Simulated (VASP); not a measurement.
# Sb (Pm-3m) in VASP: notebook, part 2 of 2

VASP 6.6.1.

**4. Single point, PBE0, non-collinear spin, zero start, spin-orbit coupling**

Input file POSCAR:

```
Sb
1.0
    3.1600000000      0.0000000000      0.0000000000
    0.0000000000      3.1600000000      0.0000000000
    0.0000000000      0.0000000000      3.1600000000
Sb
1
Direct
    0.0000000000      0.0000000000      0.0000000000
```

Input file INCAR.step1:

```
SYSTEM = Sb
ALGO = Normal
EDIFF = 1E-5
ENCUT = 520
GGA = PE
GGA_COMPAT = .False.
ISIF = 2
ISMEAR = -1
LASPH = .True.
LCHARG = .False.
LORBIT = 11
LORBMOM = .True.
LREAL = .False.
LSORBIT = .True.
LWAVE = .True.
MAGMOM = 0 0 0
NBANDS = 16
NELM = 150
PREC = Accurate
SIGMA = 0.05
```

Input file INCAR.step2:

```
SYSTEM = Sb
AEXX = 0.25
ALGO = Normal
EDIFF = 1E-7
ENCUT = 520
GGA = PE
GGA_COMPAT = .False.
ISIF = 2
ISMEAR = -1
ISTART = 1
LASPH = .True.
LCHARG = .False.
LHFCALC = .True.
LORBIT = 11
LORBMOM = .True.
LREAL = .False.
LSORBIT = .True.
LWAVE = .False.
MAGMOM = 0 0 0
NBANDS = 16
NELM = 150
PREC = Accurate
PRECFOCK = Normal
SIGMA = 0.05
```

Input file KPOINTS:

```
k-points
0
Gamma
  4 4 4
  0 0 0
```

Potentials or basis: VASP PAW PBE potentials, release 64 (Sb).

Command:

```
$ cat potpaw_PBE.64/Sb/POTCAR > POTCAR
$ cp INCAR.step1 INCAR
$ mpirun -np 1 vasp_ncl > vasp.out
$ cp INCAR.step2 INCAR
$ mpirun -np 1 vasp_ncl > vasp.out
```

OUTCAR:

```text
SYSTEM = Sb
   AEXX = 0.25
   EDIFF = 1E-7
   ENCUT = 520
   GGA = PE
   ISIF = 2
   ISMEAR = -1
   ISTART = 1
   LASPH = .True.
   LHFCALC = .True.
   LORBIT = 11
   LREAL = .False.
   LSORBIT = .True.
   NELM = 150
   PREC = Accurate
   PRECFOCK = Normal

 ion  position               nearest neighbor table
   1  0.000  0.000  0.000-

  LATTYP: Found a simple cubic cell.
 ALAT       =     3.1600000000

  Lattice vectors:

 A1 = (   3.1600000000,   0.0000000000,   0.0000000000)
 A2 = (   0.0000000000,   3.1600000000,   0.0000000000)
 A3 = (   0.0000000000,   0.0000000000,   3.1600000000)

Analysis of symmetry for initial positions (statically):
=====================================================================
 Subroutine PRICEL returns:
 Original cell was already a primitive cell.

 Routine SETGRP: Setting up the symmetry group for a
 simple cubic supercell.

 Subroutine GETGRP returns: Found 48 space group operations
 (whereof 48 operations were pure point group operations)
 out of a pool of 48 trial point group operations.

The static configuration has the point symmetry O_h .

Analysis of symmetry for dynamics (positions and initial velocities):
=====================================================================
 Subroutine PRICEL returns:
 Original cell was already a primitive cell.

 Routine SETGRP: Setting up the symmetry group for a
 simple cubic supercell.

 Subroutine GETGRP returns: Found 48 space group operations
 (whereof 48 operations were pure point group operations)
 out of a pool of 48 trial point group operations.

The dynamic configuration has the point symmetry O_h .

Analysis of structural, dynamic, and magnetic symmetry:
=====================================================================
 Subroutine PRICEL returns:
 Original cell was already a primitive cell.

 Routine SETGRP: Setting up the symmetry group for a
 simple cubic supercell.

 Subroutine GETGRP returns: Found 48 space group operations
 (whereof 48 operations were pure point group operations)
 out of a pool of 48 trial point group operations.
[... 345 lines left out ...]
  in kB      -62.8932900    -62.8932900    -62.8932900      0.0000000     -0.0000000      0.0000000
  external PRESSURE =     -62.8932900 kB  Pullay stress =       0.0000000 kB

 VOLUME and BASIS-vectors are now :
 -----------------------------------------------------------------------------
  energy-cutoff  :      520.00
  volume of cell :       31.55
      direct lattice vectors                 reciprocal lattice vectors
     3.160000000  0.000000000  0.000000000     0.316455696  0.000000000  0.000000000
     0.000000000  3.160000000  0.000000000     0.000000000  0.316455696  0.000000000
     0.000000000  0.000000000  3.160000000     0.000000000  0.000000000  0.316455696

 POSITION                                       TOTAL-FORCE (eV/Angst)
 -----------------------------------------------------------------------------------
      0.00000      0.00000      0.00000         0.000000      0.000000      0.000000
 -----------------------------------------------------------------------------------
    total drift:                                0.000000     -0.000000     -0.000000

  FREE ENERGIE OF THE ION-ELECTRON SYSTEM (eV)
  ---------------------------------------------------
  free  energy   TOTEN  =        -5.1808760487 eV

  energy  without entropy=       -5.1748247500  energy(sigma->0) =       -5.17785040

 orbital moment (x)

 # of ion     p       d       tot
 ----------------------------------------
  1        -0.000   0.000  -0.000
 ----------------------------------------
           -0.000   0.000  -0.000

 orbital moment (y)

 # of ion     p       d       tot
 ----------------------------------------
  1         0.000  -0.000   0.000
 ----------------------------------------
            0.000  -0.000   0.000

 orbital moment (z)

 # of ion     p       d       tot
 ----------------------------------------
  1         0.000  -0.000   0.000
 ----------------------------------------
            0.000  -0.000   0.000

 Spin-Orbit-Coupling matrix elements

 Ion:    1  E_soc:     -0.1356712
 l=   1
     0.0000000    -0.0224615    -0.0224547
    -0.0224615     0.0000000    -0.0224616
    -0.0224547    -0.0224616     0.0000000
 l=   2
     0.0000000    -0.0000359     0.0000000    -0.0000359    -0.0001168
    -0.0000359     0.0000000    -0.0000875    -0.0000358    -0.0000291
     0.0000000    -0.0000875     0.0000000    -0.0000875     0.0000000
    -0.0000359    -0.0000358    -0.0000875     0.0000000    -0.0000291
    -0.0001168    -0.0000291     0.0000000    -0.0000291     0.0000000
 l=   3
     0.0000000     0.0000000     0.0000000     0.0000000     0.0000000     0.0000000     0.0000000
     0.0000000     0.0000000     0.0000000     0.0000000     0.0000000     0.0000000     0.0000000
     0.0000000     0.0000000     0.0000000     0.0000000     0.0000000     0.0000000     0.0000000
     0.0000000     0.0000000     0.0000000     0.0000000     0.0000000     0.0000000     0.0000000
     0.0000000     0.0000000     0.0000000     0.0000000     0.0000000     0.0000000     0.0000000
     0.0000000     0.0000000     0.0000000     0.0000000     0.0000000     0.0000000     0.0000000
     0.0000000     0.0000000     0.0000000     0.0000000     0.0000000     0.0000000     0.0000000

 total charge

# of ion       s       p       d       tot
------------------------------------------
    1        1.215   1.232   0.039   2.486

 magnetization (x)

# of ion       s       p       d       tot
------------------------------------------
    1        0.000  -0.000  -0.000  -0.000

 magnetization (y)

# of ion       s       p       d       tot
------------------------------------------
    1        0.000  -0.000   0.000  -0.000

 magnetization (z)

# of ion       s       p       d       tot
------------------------------------------
    1       -0.000   0.000  -0.000   0.000
```

It took 43 min on 1 thread of AMD EPYC 7R43 (Zen 3), shared host; peak memory 0.16 GiB.

Results:

```
Free energy                                           : -5.1809 eV
Pressure                                              : -6.3 GPa
Net moment                                            : 0.04 μB per cell
Valence electrons inside the program's atomic spheres : Sb 2.49
```

Moments on the atoms (μB; x, y, z):
```
Sb  0.00 0.00 0.00
```

Caveat: the k points lie up to 0.50 Å⁻¹ apart; the PAW data sets were made with another functional, which shifts forces and pressure a little.

**5. Single point, PBE**

Input file INCAR:

```
  ALGO = Normal
  EDIFF = 1E-6
  ENCUT = 500
  GGA = PE
  GGA_COMPAT = F
  ISIF = 2
  ISMEAR = 0
  LASPH = T
  LCHARG = F
  LREAL = F
  LWAVE = F
  NBANDS = 8
  NELM = 120
  PREC = Accurate
  SIGMA = 0.013000000000000001
```

Input file KPOINTS:

```
k-points
0
Gamma
  8 8 8
```

POSCAR is that of step 4.

Command:

```
$ cat potpaw_PBE.64/Sb/POTCAR > POTCAR
$ mpirun -np 1 vasp_std > vasp.out
```

Run time: 9.6 s. Hardware: 1 thread of Intel Xeon 8259CL, shared host; peak memory 0.13 GiB.

It converged, with:

```yaml
Free_energy: -4.0633 eV
Pressure: -2.3 GPa
```

Levels at points of the mesh, in eV from the Fermi level:
| k point | band 1 | band 2 | band 3 | band 4 | band 5 | band 6 | band 7 | band 8 |
| --- | --- | --- | --- | --- | --- | --- | --- | --- |
| (0.00, 0.00, 0.00) | -11.91 | 3.18 | 3.18 | 3.18 | 6.93 | 6.93 | 7.98 | 17.37 |
| (0.50, 0.00, 0.00) | -9.69 | -5.14 | 5.01 | 5.01 | 8.90 | 10.50 | 11.16 | 11.33 |
| (0.50, 0.50, 0.00) | -7.36 | -3.23 | -3.23 | 2.45 | 6.84 | 12.45 | 13.15 | 13.15 |
| (0.50, 0.50, 0.50) | -4.79 | -1.45 | -1.45 | -1.45 | 4.97 | 4.97 | 4.97 | 7.13 |

Caveat: spin-orbit coupling is left out, which moves the levels of the heavy elements.

**6. Summary**

```csv
task,level,spin,cell,k mesh,cutoff (eV),smearing,grid for exact exchange (PRECFOCK),share of exact exchange,gap on the mesh (eV),pressure (GPa),relaxed volume (Å³/atom)
relaxation of cell and atoms,PBE0,off,relaxed,4 × 4 × 4,600,fermi-dirac 0.05 eV,Normal,-,none,0.0,27.80
relaxation of cell and atoms,PBEsol-based global hybrid,off,relaxed,4 × 4 × 4,600,fermi-dirac 0.05 eV,Normal,0.25,none,0.0,27.09
single point,PBE0,"non-collinear, zero start, SOC",as given,4 × 4 × 4,520,fermi-dirac 0.05 eV,Normal,-,-,-6.3,-
single point,PBE,off,as given,8 × 8 × 8,500,gaussian 0.013 eV,-,-,none,-2.3,-
```

Alike in all rows: potentials or basis VASP PAW PBE potentials, release 64 (Sb).

Caveats: some runs use coarse meshes; the PAW data sets were made with another functional, which shifts forces and pressure a little (some runs); spin-orbit coupling is left out, which moves the levels of the heavy elements (some runs); the volume moved by -12 % from the deposited cell, more than functionals usually miss (some runs); the volume moved by -14 % from the deposited cell, more than functionals usually miss (some runs).

Total energies depend on the potentials used, so only differences within one code and one set of settings carry meaning.
